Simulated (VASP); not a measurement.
# MoS2 (R3m) in VASP: notebook

Aim: see how the results for MoS2 move with the level of theory and the settings. Levels: PBE, PBE+U. Tasks: relaxation of the atoms, relaxation of cell and atoms.

All numbers are computed with VASP 6.6.1; they aren't measurements. Logs are shortened: lines on timing, memory, paths and dates and some standing lists are left out, and cuts for length are marked.

**1. The cell of the first run**

Symmetry: R3m, No. 160, trigonal system. Conventional cell: a = 3.217 Å, b = 3.217 Å, c = 22.538 Å, α = 90.00°, β = 90.00°, γ = 120.00°. Within 3.3 Å of Mo (site symmetry 3m) lie 6 S at 2.44 Å and 6 Mo at 3.22 Å. S (site symmetry 3m) has 3 Mo at 2.44 Å and 7 S at 3.16 to 3.22 Å within 3.3 Å. Within 3.3 Å of S (site symmetry 3m) lie 3 Mo at 2.44 Å and 7 S at 3.16 to 3.22 Å.

**2. Relaxation of the atoms, PBE (equal strain along all axes, cell held: +1.0 %)**

Contents of INCAR:

```
SYSTEM = MoS2
  ALGO = Normal
  EDIFF = 1E-6
  EDIFFG = -0.008
  ENCUT = 520
  GGA = PE
  IBRION = 2
  ISIF = 2
  ISMEAR = 0
  KPAR = 4
  LASPH = .True.
  LCHARG = .False.
  LREAL = .False.
  LWAVE = .False.
  NELM = 80
  NSW = 60
  PREC = Accurate
  SIGMA = 0.02
```

Contents of KPOINTS:

```
k-points
0
Gamma
  12 12 2
  0 0 0
```

Contents of POSCAR:

```
MoS2
1.0
    3.2170284193      0.0000000000      0.0000000000
   -1.6085142096      2.7860283358      0.0000000000
    0.0000000000      0.0000000000     22.5381548800
Mo S
3 6
Direct
    0.0000000000      0.0000000000      0.0002222305
    0.6666666667      0.3333333333      0.3335555638
    0.3333333333      0.6666666667      0.6668888972
    0.3333333333      0.6666666667      0.2635336134
    0.6666666667      0.3333333333      0.0702431561
    0.0000000000      0.0000000000      0.5968669467
    0.3333333333      0.6666666667      0.4035764895
    0.6666666667      0.3333333333      0.9302002800
    0.0000000000      0.0000000000      0.7369098228
```

Potentials or basis: VASP PAW PBE potentials, release 64 (Mo_sv, S).

On the command line:

```
> cat potpaw_PBE.64/Mo_sv/POTCAR potpaw_PBE.64/S/POTCAR > POTCAR
> mpirun -np 4 vasp_std > vasp.out
```

OUTCAR:

```text
SYSTEM = MoS2
   EDIFF = 1E-6
   EDIFFG = -0.008
   ENCUT = 520
   GGA = PE
   IBRION = 2
   ISIF = 2
   ISMEAR = 0
   LASPH = .True.
   LREAL = .False.
   NELM = 80
   NSW = 60
   PREC = Accurate

 ion  position               nearest neighbor table
   1  0.000  0.000  0.000-   5 2.44   5 2.44   5 2.44   8 2.44   8 2.44   8 2.44
   2  0.667  0.333  0.334-   7 2.44   7 2.44   7 2.44   4 2.44   4 2.44   4 2.44
   3  0.333  0.667  0.667-   9 2.44   9 2.44   9 2.44   6 2.44   6 2.44   6 2.44
   4  0.333  0.667  0.264-   2 2.44   2 2.44   2 2.44
   5  0.667  0.333  0.070-   1 2.44   1 2.44   1 2.44
   6  0.000  0.000  0.597-   3 2.44   3 2.44   3 2.44
   7  0.333  0.667  0.404-   2 2.44   2 2.44   2 2.44
   8  0.667  0.333  0.930-   1 2.44   1 2.44   1 2.44
   9  0.000  0.000  0.737-   3 2.44   3 2.44   3 2.44

  LATTYP: Found a hexagonal cell.
 ALAT       =     3.2170284193
 C/A-ratio  =     7.0058923772

  Lattice vectors:

 A1 = (   3.2170284193,   0.0000000000,   0.0000000000)
 A2 = (  -1.6085142096,   2.7860283358,   0.0000000000)
 A3 = (   0.0000000000,   0.0000000000,  22.5381548800)

Analysis of symmetry for initial positions (statically):
=====================================================================
 Subroutine PRICEL returns following result:

  LATTYP: Found a trigonal (rhomboedric) cell.
 ALAT       =     7.7389077670
 COS(alpha) =     0.9135986641

  Lattice vectors:

 A1 = (   1.6085142095,  -0.9286761118,  -7.5127182926)
 A2 = (  -1.6085142093,  -0.9286761121,  -7.5127182948)
 A3 = (  -0.0000000001,   1.8573522240,  -7.5127182926)

   3 primitive cells build up your supercell.

 Routine SETGRP: Setting up the symmetry group for a
 hexagonal supercell.

 Subroutine GETGRP returns: Found  6 space group operations
 (whereof  6 operations were pure point group operations)
 out of a pool of 24 trial point group operations.

The static configuration has the point symmetry C_3v.

Analysis of symmetry for dynamics (positions and initial velocities):
=====================================================================
 Subroutine PRICEL returns following result:

  LATTYP: Found a trigonal (rhomboedric) cell.
 ALAT       =     7.7389077670
 COS(alpha) =     0.9135986641

  Lattice vectors:

 A1 = (   1.6085142095,  -0.9286761118,  -7.5127182926)
 A2 = (  -1.6085142093,  -0.9286761121,  -7.5127182948)
 A3 = (  -0.0000000001,   1.8573522240,  -7.5127182926)

   3 primitive cells build up your supercell.

 Routine SETGRP: Setting up the symmetry group for a
 hexagonal supercell.

 Subroutine GETGRP returns: Found  6 space group operations
 (whereof  6 operations were pure point group operations)
 out of a pool of 24 trial point group operations.

The dynamic configuration has the point symmetry C_3v.

 Subroutine INISYM returns: Found  6 space group operations
 (whereof  6 operations are pure point group operations),
 and found     3 'primitive' translations

----------------------------------------------------------------------------------------

                                     Primitive cell

  volume of cell :      67.3345

  direct lattice vectors                    reciprocal lattice vectors
     1.608514209 -0.928676112 -7.512718293     0.310845871 -0.179466947 -0.044369204
    -1.608514209 -0.928676112 -7.512718295    -0.310845871 -0.179466947 -0.044369204
    -0.000000000  1.857352224 -7.512718293     0.000000000  0.358933894 -0.044369204

  length of vectors
     7.738907767  7.738907769  7.738907767     0.361665822  0.361665822  0.361665822

  position of ions in fractional coordinates (direct lattice)
     0.999777769  0.999777769  0.999777769
     0.403133053  0.403133053  0.403133053
     0.263090177  0.263090177  0.263090177

  ion indices of the primitive-cell ions
   primitive index   ion index
                 1           1
                 2           6
                 3           9

----------------------------------------------------------------------------------------

 KPOINTS: k-points

Automatic generation of k-mesh.
 Grid dimensions read from file:
 generate k-points for:   12   12    2

 Generating k-lattice:

  Cartesian coordinates                     Fractional coordinates (reciprocal lattice)
     0.025903823  0.014955579  0.000000000     0.083333333  0.000000000  0.000000000
     0.000000000  0.029911158  0.000000000     0.000000000  0.083333333  0.000000000
     0.000000000  0.000000000  0.022184602     0.000000000  0.000000000  0.500000000

  Length of vectors
     0.029911158  0.029911158  0.022184602

  Shift w.r.t. Gamma in fractional coordinates (k-lattice)
     0.000000000  0.000000000  0.000000000

 Subroutine IBZKPT returns following result:
 ===========================================

 Found     38 irreducible k-points:

 Following reciprocal coordinates:
            Coordinates               Weight
  0.000000  0.000000  0.000000      1.000000
  0.083333  0.000000  0.000000      6.000000
  0.166667  0.000000  0.000000      6.000000
  0.250000  0.000000  0.000000      6.000000
  0.333333  0.000000  0.000000      6.000000
  0.416667  0.000000  0.000000      6.000000
[... 16 lines left out ...]
  0.250000  0.000000  0.500000      6.000000
  0.333333  0.000000  0.500000      6.000000
 [... further k-points ...]
   k-points           NKPTS =     38   k-points in BZ     NKDIM =     38   number of bands    NBANDS=     46
   number of dos      NEDOS =    301   number of ions     NIONS =      9
   total plane-waves  NPLWV =  96768
   dimension x,y,z NGX =    24 NGY =   24 NGZ =  168
   dimension x,y,z NGXF=    48 NGYF=   48 NGZF=  336
   ions per type =               3   6
   NGX,Y,Z   is equivalent  to a cutoff of  12.40, 12.40, 12.39 a.u.
   NGXF,Y,Z  is equivalent  to a cutoff of  24.80, 24.80, 24.78 a.u.
 SYSTEM =  MoS2
   PREC   = accura    normal or accurate (medium, high low for compatibility)
   ISTART =      0    job   : 0-new  1-cont  2-samecut
   ICHARG =      2    charge: 1-file 2-atom 10-const
   ISPIN  =      1    spin polarized calculation?
   LNONCOLLINEAR =      F non collinear calculations
   LSORBIT =      F    spin-orbit coupling
   LASPH  =      T    aspherical Exc in radial PAW
   ENCUT  =  520.0 eV  38.22 Ry    6.18 a.u.   5.98  5.98 41.91*2*pi/ulx,y,z
   NELM   =     80;   NELMIN=  2; NELMDL= -5     # of ELM steps
   EDIFF  = 0.1E-05   stopping-criterion for ELM
   LREAL  =      F    real-space projection
   EDIFFG = -.8E-02   stopping-criterion for IOM
   NSW    =     60    number of steps for IOM
   IBRION =      2    ionic relax: 0-MD 1-quasi-New 2-CG
   NFREE  =      1    steps in history (QN), initial steepest desc. (CG)
   ISIF   =      2    stress and relaxation
   ISYM   =      2    0-nonsym 1-usesym 2-fastsym
   POTIM  = 0.5000    time-step for ionic-motion
   TEBEG  =    0.0;   TEEND  =   0.0 temperature during run
   PSTRESS=    0.0 pullay stress
   NELECT =      78.0000    total number of electrons
   NUPDOWN=      -1.0000    fix difference up-down
   EMIN   =  10.00;   EMAX   =-10.00  energy-range for DOS
   EFERMI =   0.00;   METHOD = LEGACY
   ISMEAR =     0;   SIGMA  =   0.02  broadening in eV -4-tet -1-fermi 0-gaus
   EFERMI_NEDOS =   21; number of points for ismear=-14 and -15
   IALGO  =     38    algorithm
   IMIX   =      4    mixing-type and parameters
     AMIX     =   0.40;   BMIX     =  1.00
     AMIX_MAG =   1.60;   BMIX_MAG =  1.00
  volume/ion in A,a.u.               =      22.44       151.47
  Fermi-wavevector in a.u.,A,eV,Ry     =   1.192120  2.252781 19.335932  1.421151
  Thomas-Fermi vector in A             =   2.328166
   LORBIT       =      0    0 simple, 1 ext, 2 COOP (PROOUT), +10 PAW based schemes
   GGA     = PE    functional components
   LHFCALC =     F    Hartree Fock is set to
   AEXX    =    0.0000 exact exchange contribution
   IVDW    =     0    specifies the selected vdW correction
   LEPSILON=     F    determine dielectric tensor
   LRPA    =     F    only Hartree local field effects (RPA)
 conjugate gradient relaxation of ions
 non-spin polarized calculation
 Gauss-broadening in eV      SIGMA  =   0.02
  energy-cutoff  :      520.00
  volume of cell :      202.00
 maximum number of plane-waves:      5526
 NGX is ok and might be reduce to    24

--------------------------------------- Ionic step        1  -------------------------------------------

 number of electron      78.0000009 magnetization

 Free energy of the ion-electron system (eV)
  ---------------------------------------------------
  ext. energy  EPLUGINS =         0.00000000
  ---------------------------------------------------
  free energy    TOTEN  =       -65.50804014 eV

  energy without entropy =      -65.50804014  energy(sigma->0) =      -65.50804014

------------------------ aborting loop because EDIFF is reached ----------------------------------------

  FORCE on cell =-STRESS in cart. coord.  units (eV):
  Direction    XX          YY          ZZ          XY          YZ          ZX
  --------------------------------------------------------------------------------------
  -------------------------------------------------------------------------------------
  Total       -4.1661697     -4.1661697     -4.5396408     -0.0000000      0.0000000      0.0000000
  in kB      -33.0437061    -33.0437061    -36.0058685     -0.0000000      0.0000000      0.0000000
  external PRESSURE =     -34.0310935 kB  Pullay stress =       0.0000000 kB
[... 71 lines left out ...]
  energy  without entropy=      -65.5450999911  energy(sigma->0) =      -65.54509999

--------------------------------------- Ionic step        3  -------------------------------------------

 number of electron      78.0000002 magnetization

 Free energy of the ion-electron system (eV)
  ---------------------------------------------------
  ext. energy  EPLUGINS =         0.00000000
  ---------------------------------------------------
  free energy    TOTEN  =       -65.54588652 eV

  energy without entropy =      -65.54588652  energy(sigma->0) =      -65.54588652

 E-fermi :   4.6874     XC(G=0):  -9.2398

 val. band max:        4.5087589507   @ k =   0.0000   0.0000   0.5000
 cond. band min:       5.7610314279   @ k =   0.3333   0.3333   0.5000
 fundamental gap:      1.2522724771
 Fermi energy:         4.6874377299

 k-point     1 :       0.0000    0.0000    0.0000
  band No.  band energies     occupation
      1     -56.6717      2.00000
      2     -56.6717      2.00000
      3     -56.6717      2.00000
      4     -30.7892      2.00000
      5     -30.7892      2.00000
      6     -30.7892      2.00000
[... 1165 lines left out ...]
     45       6.6735      0.00000
     46       7.4648      0.00000

 [... further k-points ...]

------------------------ aborting loop because EDIFF is reached ----------------------------------------

  FORCE on cell =-STRESS in cart. coord.  units (eV):
  Direction    XX          YY          ZZ          XY          YZ          ZX
  --------------------------------------------------------------------------------------
  -------------------------------------------------------------------------------------
  Total       -2.7441617     -2.7441617     -0.1161254     -0.0000000     -0.0000000      0.0000000
  in kB      -21.7651414    -21.7651414     -0.9210414     -0.0000000     -0.0000000      0.0000000
  external PRESSURE =     -14.8171081 kB  Pullay stress =       0.0000000 kB
[... 24 lines left out ...]
  FREE ENERGIE OF THE ION-ELECTRON SYSTEM (eV)
  ---------------------------------------------------
  free  energy   TOTEN  =       -65.5458865246 eV

  energy  without entropy=      -65.5458865246  energy(sigma->0) =      -65.54588652

 reached required accuracy - stopping structural energy minimisation
```

Run time: 2.1 min. Hardware: 4 MPI ranks of Intel Xeon 6975P-C (Granite Rapids), shared host; peak memory 0.48 GiB.

Results:

```yaml
Free_energy: -65.5459 eV
Energy_gained_by_relaxing: 4.2 meV/atom
Ionic_steps: 3
Pressure_after_relaxing: -1.5 GPa
Band_gap_on_the_k_mesh: 1.25 eV
```

Stress tensor (GPa, compression positive):
```
-2.18  0.00  0.00
 0.00 -2.18  0.00
 0.00  0.00 -0.09
```

Step by step:
| step | energy change (eV) | largest force (eV/Å) | pressure (GPa) |
| --- | --- | --- | --- |
| 1 | 0.0000 | 0.4701 | -3.40 |
| 2 | -0.0371 | 0.0694 | -1.76 |
| 3 | -0.0378 | 0.0008 | -1.48 |

Final structure:
```
Mo S
1.0
     3.21703    0.00000    0.00000
    -1.60851    2.78603    0.00000
     0.00000    0.00000   22.53815
Mo S
3 6
Direct
  0.00000 0.00000 0.00022
  0.66667 0.33333 0.33356
  0.33333 0.66667 0.66689
  0.33333 0.66667 0.26471
  0.66667 0.33333 0.06907
  0.00000 0.00000 0.59804
  0.33333 0.66667 0.40240
  0.66667 0.33333 0.93137
  0.00000 0.00000 0.73574
```

Caveat: the cell differs from its parent crystal (equal strain along all axes, cell held: +1.0 %); this functional lacks dispersion, which binds layers or chains, so the pressure and a relaxed spacing across them are unreliable. A k mesh can miss the band edges.

**3. Relaxation of cell and atoms, PBE+U**

This run uses another cell than the first one: it holds 3 atoms, not 9.

Contents of INCAR:

```
SYSTEM = MoS2
PREC = Accurate
ENCUT = 600
EDIFF = 1E-6
ISMEAR = 0
SIGMA = 0.02
LREAL = .False.
LASPH = .True.
NELM = 150
ALGO = Normal
ISIF = 3
LWAVE = .False.
LCHARG = .False.
LMAXMIX = 4
LDAU = .True.
LDAUTYPE = 2
LDAUL = 2 -1
LDAUU = 6 0
LDAUJ = 0 0
LDAUPRINT = 1
GGA = PE
IBRION = 2
NSW = 100
EDIFFG = -0.005
```

Contents of KPOINTS:

```
regular mesh
0
Gamma
  12 12 12
  0 0 0
```

Contents of POSCAR:

```
MoS2
1.0
    1.5925883247      0.9194812980      7.4383347221
   -1.5925883247      0.9194812980      7.4383347221
    0.0000000000     -1.8389625960      7.4383347221
Mo S
1 2
Direct
    0.9997777723      0.9997777723      0.9997777723
    0.4031330547      0.4031330547      0.4031330547
    0.2630901730      0.2630901730      0.2630901730
```

Potentials or basis: VASP PAW PBE potentials, release 64 (Mo_sv, S).

On the command line:

```
> cat potpaw_PBE.64/Mo_sv/POTCAR potpaw_PBE.64/S/POTCAR > POTCAR
> mpirun -np 1 vasp_std > vasp.out
```

Wall time 2.1 h (1 thread of Oxide Virtual Turin-like, shared host); peak memory 0.75 GiB.

The run converged. Its results:

* Free energy: -14.7400 eV
* Relaxed volume: 22.29 Å³/atom
* Relaxed cell: a = 7.701 Å, b = 7.701 Å, c = 7.701 Å, α = 24.09°, β = 24.09°, γ = 24.09°
* Space group after relaxing (to 0.1 Å): R3m (No. 160)
* Energy gained by relaxing: 5.5 meV/atom
* Ionic steps: 9
* Pressure after relaxing: 0.0 GPa
* Band gap on the k mesh: 1.33 eV (least direct gap 1.39 eV)

Forces on the atoms (eV/Å):
```
Mo   0.000  0.000  0.000
S    0.000  0.000  0.002
S    0.000  0.000 -0.002
```

The path:
```csv
step,energy change (eV),largest force (eV/Å),pressure (GPa),volume (Å³)
1,0.0000,0.4211,3.07,65.35
2,0.0361,0.8278,-4.72,69.39
3,-0.0160,0.0528,0.05,66.75
4,-0.0160,0.0444,0.08,66.72
5,-0.0166,0.0062,0.02,66.86
6,-0.0166,0.0081,0.02,66.87
7,-0.0166,0.0001,-0.03,66.88
8,-0.0166,0.0009,-0.04,66.88
9,-0.0166,0.0025,-0.03,66.88
```

Final structure:
```
CELL_PARAMETERS angstrom
1.60715 0.92789 7.47456
-1.60715 0.92789 7.47456
0.00000 -1.85577 7.47456
ATOMIC_POSITIONS crystal
Mo 0.99978 0.99978 0.99978
S 0.40340 0.40340 0.40340
S 0.26283 0.26283 0.26283
```

Levels at points of the mesh, in eV from the valence-band top:
```
           k point  band 10  band 11  band 12  band 13  band 14  band 15  band 16  band 17
(0.00, 0.00, 0.00)    -1.61    -1.45    -1.45    -0.35     2.64     2.64     2.80     2.80
(0.50, 0.00, 0.00)    -3.07    -1.89    -1.15    -0.85     2.15     2.46     3.80     4.16
(0.50, 0.50, 0.00)    -3.06    -1.98    -1.16    -0.81     2.15     2.48     3.67     4.20
(0.50, 0.50, 0.50)    -2.15    -1.45    -1.45     0.00     2.65     2.65     2.79     2.79
```

Eigenvalues of the final occupation matrices:
```
    site  spin  trace               eigenvalues
site 1 d     1   1.89  0.36 0.36 0.37 0.37 0.43
site 1 d     2   1.89  0.36 0.36 0.37 0.37 0.43
```

A k mesh can miss the band edges.
